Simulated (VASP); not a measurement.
# Os (Fd-3m) in VASP: further runs, part 2 of 2

VASP 6.6.1. Earlier steps stand in the parts before.

## 4. Relaxation of cell and atoms, BLYP

This run uses another cell than the first one, of 18.89 Å³/atom.

File INCAR:

```
SYSTEM = Os
PREC     = Accurate       ! precision mode
ENCUT    = 600            ! plane-wave cutoff, eV
EDIFF    = 1E-7           ! SCF threshold, eV
ISMEAR   = -1             ! smearing method
SIGMA    = 0.1            ! smearing width, eV
LREAL    = .FALSE.        ! projectors in reciprocal space
LASPH    = .TRUE.         ! aspherical terms in the spheres
NELM     = 80             ! most SCF steps
ALGO     = Normal         ! electronic algorithm
ISIF     = 3              ! what is computed and relaxed
LWAVE    = .FALSE.        ! write WAVECAR
LCHARG   = .FALSE.        ! write CHGCAR
GGA      = B5             ! functional
ALDAX    = 1.0          
AGGAX    = 1.0          
AGGAC    = 1.0          
ALDAC    = 0.0          
IBRION   = 2              ! ionic algorithm
NSW      = 80             ! ionic steps
EDIFFG   = -0.01          ! ionic threshold
```

File KPOINTS:

```
regular mesh
0
G
  10 10 10
  0 0 0
```

File POSCAR:

```
Os
1.0
    0.0000000000      2.6631674351      2.6631674351
    2.6631674351      0.0000000000      2.6631674351
    2.6631674351      2.6631674351      0.0000000000
Os
2
Direct
    0.1250000000      0.1250000000      0.1250000000
    0.8750000000      0.8750000000      0.8750000000
```

Potentials or basis: VASP PAW PBE potentials, release 64 (Os).

The run is started by

```bash
> cat potpaw_PBE.64/Os/POTCAR > POTCAR
> mpirun -np 1 vasp_std > vasp.out
```

OUTCAR:

```text
SYSTEM = Os
   PREC = Accurate
   ENCUT = 600
   EDIFF = 1E-7
   ISMEAR = -1
   LREAL = .FALSE.
   LASPH = .TRUE.
   NELM = 80
   ISIF = 3
   GGA = B5
   IBRION = 2
   NSW = 80
   EDIFFG = -0.01

 ion  position               nearest neighbor table
   1  0.125  0.125  0.125-   2 2.31   2 2.31   2 2.31   2 2.31
   2  0.875  0.875  0.875-   1 2.31   1 2.31   1 2.31   1 2.31

  LATTYP: Found a face centered cubic cell.
 ALAT       =     5.3263348702

  Lattice vectors:

 A1 = (   0.0000000000,   2.6631674351,   2.6631674351)
 A2 = (   2.6631674351,   0.0000000000,   2.6631674351)
 A3 = (   2.6631674351,   2.6631674351,   0.0000000000)

Analysis of symmetry for initial positions (statically):
=====================================================================
 Subroutine PRICEL returns:
 Original cell was already a primitive cell.

 Routine SETGRP: Setting up the symmetry group for a
 face centered cubic supercell.

 Subroutine GETGRP returns: Found 48 space group operations
 (whereof 12 operations were pure point group operations)
 out of a pool of 48 trial point group operations.

The static configuration has the point symmetry D_3d.
 The point group associated with its full space group is O_h .

Analysis of symmetry for dynamics (positions and initial velocities):
=====================================================================
 Subroutine PRICEL returns:
 Original cell was already a primitive cell.

 Routine SETGRP: Setting up the symmetry group for a
 face centered cubic supercell.

 Subroutine GETGRP returns: Found 48 space group operations
 (whereof 12 operations were pure point group operations)
 out of a pool of 48 trial point group operations.

The dynamic configuration has the point symmetry D_3d.
 The point group associated with its full space group is O_h .

 Subroutine INISYM returns: Found 48 space group operations
 (whereof 12 operations are pure point group operations),
 and found     1 'primitive' translations

----------------------------------------------------------------------------------------

                                     Primitive cell

  volume of cell :      37.7768

  direct lattice vectors                    reciprocal lattice vectors
     0.000000000  2.663167435  2.663167435    -0.187746363  0.187746363  0.187746363
     2.663167435  0.000000000  2.663167435     0.187746363 -0.187746363  0.187746363
     2.663167435  2.663167435  0.000000000     0.187746363  0.187746363 -0.187746363

  length of vectors
     3.766287506  3.766287506  3.766287506     0.325186240  0.325186240  0.325186240

  position of ions in fractional coordinates (direct lattice)
     0.125000000  0.125000000  0.125000000
     0.875000000  0.875000000  0.875000000

  ion indices of the primitive-cell ions
   primitive index   ion index
                 1           1
                 2           2

----------------------------------------------------------------------------------------

 KPOINTS: regular mesh

Automatic generation of k-mesh.
 Grid dimensions read from file:
 generate k-points for:   10   10   10

 Generating k-lattice:

  Cartesian coordinates                     Fractional coordinates (reciprocal lattice)
    -0.018774636  0.018774636  0.018774636     0.100000000  0.000000000  0.000000000
     0.018774636 -0.018774636  0.018774636     0.000000000  0.100000000  0.000000000
     0.018774636  0.018774636 -0.018774636     0.000000000  0.000000000  0.100000000

  Length of vectors
     0.032518624  0.032518624  0.032518624

  Shift w.r.t. Gamma in fractional coordinates (k-lattice)
     0.000000000  0.000000000  0.000000000

 Subroutine IBZKPT returns following result:
 ===========================================

 Found     47 irreducible k-points:

 Following reciprocal coordinates:
            Coordinates               Weight
  0.000000  0.000000  0.000000      1.000000
  0.100000  0.000000  0.000000      8.000000
  0.200000  0.000000  0.000000      8.000000
  0.300000  0.000000  0.000000      8.000000
  0.400000  0.000000  0.000000      8.000000
  0.500000  0.000000  0.000000      4.000000
[... 16 lines left out ...]
  0.300000  0.300000  0.000000      6.000000
  0.400000  0.300000  0.000000     24.000000
 [... further k-points ...]
   k-points           NKPTS =     47   k-points in BZ     NKDIM =     47   number of bands    NBANDS=     12
   number of dos      NEDOS =    301   number of ions     NIONS =      2
   total plane-waves  NPLWV =  27000
   dimension x,y,z NGX =    30 NGY =   30 NGZ =   30
   dimension x,y,z NGXF=    60 NGYF=   60 NGZF=   60
   ions per type =               2
   NGX,Y,Z   is equivalent  to a cutoff of  13.24, 13.24, 13.24 a.u.
   NGXF,Y,Z  is equivalent  to a cutoff of  26.48, 26.48, 26.48 a.u.
 SYSTEM =  Os
   PREC   = accura    normal or accurate (medium, high low for compatibility)
   ISTART =      0    job   : 0-new  1-cont  2-samecut
   ICHARG =      2    charge: 1-file 2-atom 10-const
   ISPIN  =      1    spin polarized calculation?
   LNONCOLLINEAR =      F non collinear calculations
   LSORBIT =      F    spin-orbit coupling
   LASPH  =      T    aspherical Exc in radial PAW
   ENCUT  =  600.0 eV  44.10 Ry    6.64 a.u.   7.52  7.52  7.52*2*pi/ulx,y,z
   NELM   =     80;   NELMIN=  2; NELMDL= -5     # of ELM steps
   EDIFF  = 0.1E-06   stopping-criterion for ELM
   LREAL  =      F    real-space projection
   EDIFFG = -.1E-01   stopping-criterion for IOM
   NSW    =     80    number of steps for IOM
   IBRION =      2    ionic relax: 0-MD 1-quasi-New 2-CG
   NFREE  =      1    steps in history (QN), initial steepest desc. (CG)
   ISIF   =      3    stress and relaxation
   ISYM   =      2    0-nonsym 1-usesym 2-fastsym
   POTIM  = 0.5000    time-step for ionic-motion
   TEBEG  =    0.0;   TEEND  =   0.0 temperature during run
   PSTRESS=    0.0 pullay stress
   NELECT =      16.0000    total number of electrons
   NUPDOWN=      -1.0000    fix difference up-down
   EMIN   =  10.00;   EMAX   =-10.00  energy-range for DOS
   EFERMI =   0.00;   METHOD = LEGACY
   ISMEAR =    -1;   SIGMA  =   0.10  broadening in eV -4-tet -1-fermi 0-gaus
   EFERMI_NEDOS =   21; number of points for ismear=-14 and -15
   IALGO  =     38    algorithm
   IMIX   =      4    mixing-type and parameters
     AMIX     =   0.40;   BMIX     =  1.00
     AMIX_MAG =   1.60;   BMIX_MAG =  1.00
  volume/ion in A,a.u.               =      18.89       127.47
  Fermi-wavevector in a.u.,A,eV,Ry     =   1.229437  2.323299 20.565422  1.511516
  Thomas-Fermi vector in A             =   2.364324
   LORBIT       =      0    0 simple, 1 ext, 2 COOP (PROOUT), +10 PAW based schemes
   GGA     = B5    functional components
   LHFCALC =     F    Hartree Fock is set to
   AEXX    =    0.0000 exact exchange contribution
   IVDW    =     0    specifies the selected vdW correction
   LEPSILON=     F    determine dielectric tensor
   LRPA    =     F    only Hartree local field effects (RPA)
 conjugate gradient relaxation of ions
 non-spin polarized calculation
  energy-cutoff  :      600.00
  volume of cell :       37.78
 maximum number of plane-waves:      1295
   NGX = 15   NGY = 15   NGZ = 15

--------------------------------------- Ionic step        1  -------------------------------------------

 number of electron      15.9999999 magnetization

 Free energy of the ion-electron system (eV)
  ---------------------------------------------------
  ext. energy  EPLUGINS =         0.00000000
  ---------------------------------------------------
  free energy    TOTEN  =       -17.11858443 eV

  energy without entropy =      -17.07017672  energy(sigma->0) =      -17.09438058

 E-fermi :   6.3937     XC(G=0): -11.1943

 val. band max:        6.3910428084   @ k =   0.5000   0.2000   0.0000
 cond. band min:       6.4106004030   @ k =   0.4000   0.2000   0.0000
 fundamental gap:      0.0195575946
 Fermi energy:         6.3936899826

 k-point     1 :       0.0000    0.0000    0.0000
  band No.  band energies     occupation
      1      -1.8703      2.00000
      2       1.4014      2.00000
      3       1.4014      2.00000
      4       2.3661      2.00000
      5       2.3661      2.00000
      6       2.3661      2.00000
      7       5.7376      1.99717
      8       5.7376      1.99717
      9       5.7376      1.99717
     10       9.4880      0.00000
     11       9.4880      0.00000
     12      18.3247      0.00000
[... 855 lines left out ...]
  energy  without entropy=      -17.8989698739  energy(sigma->0) =      -17.92891261

--------------------------------------- Ionic step        5  -------------------------------------------

 number of electron      16.0000000 magnetization

 Free energy of the ion-electron system (eV)
  ---------------------------------------------------
  ext. energy  EPLUGINS =         0.00000000
  ---------------------------------------------------
  free energy    TOTEN  =       -17.96060829 eV

  energy without entropy =      -17.90135647  energy(sigma->0) =      -17.93098238

 E-fermi :   4.5347     XC(G=0): -10.3367

 val. band max:        4.5245628968   @ k =   0.3000   0.2000   0.1000
 cond. band min:       4.5514497225   @ k =   0.3000   0.2000   0.0000
 fundamental gap:      0.0268868257
 Fermi energy:         4.5346970567

 k-point     1 :       0.0000    0.0000    0.0000
  band No.  band energies     occupation
      1      -2.6860      2.00000
      2       0.5834      2.00000
      3       0.5834      2.00000
      4       1.1304      2.00000
      5       1.1304      2.00000
      6       1.1304      2.00000
      7       3.9797      1.99225
      8       3.9797      1.99225
      9       3.9797      1.99225
     10       6.8516      0.00000
     11       6.8516      0.00000
     12      15.8359      0.00000
[... 374 lines left out ...]
  FREE ENERGIE OF THE ION-ELECTRON SYSTEM (eV)
  ---------------------------------------------------
  free  energy   TOTEN  =       -17.9606082920 eV

  energy  without entropy=      -17.9013564744  energy(sigma->0) =      -17.93098238

 reached required accuracy - stopping structural energy minimisation
```

Run time: 4.5 min. Hardware: 1 thread of Intel Xeon 8259CL, shared host; peak memory 0.19 GiB.

What came out:

* Free energy: -17.9606 eV
* Relaxed volume: 22.38 Å³/atom
* Relaxed cell: a = 3.985 Å, b = 3.985 Å, c = 3.985 Å, α = 60.00°, β = 60.00°, γ = 60.00°
* Space group after relaxing (to 0.1 Å): Fd-3m (No. 227)
* Pressure after relaxing: 0.0 GPa
* Band gap on the k mesh: zero (bands 8 and 9 overlap by 1.08 eV)

Final structure:
```
Os
1.0
     0.00000    2.81797    2.81797
     2.81797    0.00000    2.81797
     2.81797    2.81797    0.00000
Os
2
Direct
  0.12500 0.12500 0.12500
  0.87500 0.87500 0.87500
```

Caveat: the volume moved by over 15 % at a fixed basis, so the end points are rough; the PAW data sets were made with another functional, which shifts forces and pressure a little; spin-orbit coupling is left out, which moves the levels of the heavy elements.

## 5. Overview

| task | cell | k mesh | cutoff (eV) | gap on the mesh (eV) | pressure (GPa) |
| --- | --- | --- | --- | --- | --- |
| single point | a = 4.034 Å, angles 60.0°, 2 atoms | 11 × 11 × 11 | 520 | none | -6.1 |
| single point | a = 4.135 Å, angles 60.0°, 2 atoms | 11 × 11 × 11 | 520 | none | -15.4 |
| relaxation of cell and atoms | relaxed from a = 3.766 Å, angles 60.0°, 2 atoms | 10 × 10 × 10 | 600 | none | 0.0 |

Alike in all rows: level BLYP; potentials or basis VASP PAW PBE potentials, release 64 (Os); no spin polarisation; smearing fermi-dirac 0.1 eV.

Caveats: the PAW data sets were made with another functional, which shifts forces and pressure a little; spin-orbit coupling is left out, which moves the levels of the heavy elements; the cell stands under tension (at least some runs); the volume moved by over 15 % at a fixed basis, so the end points are rough (at least some runs).

Total energies depend on the potentials used, so only differences within one code and one set of settings carry meaning.
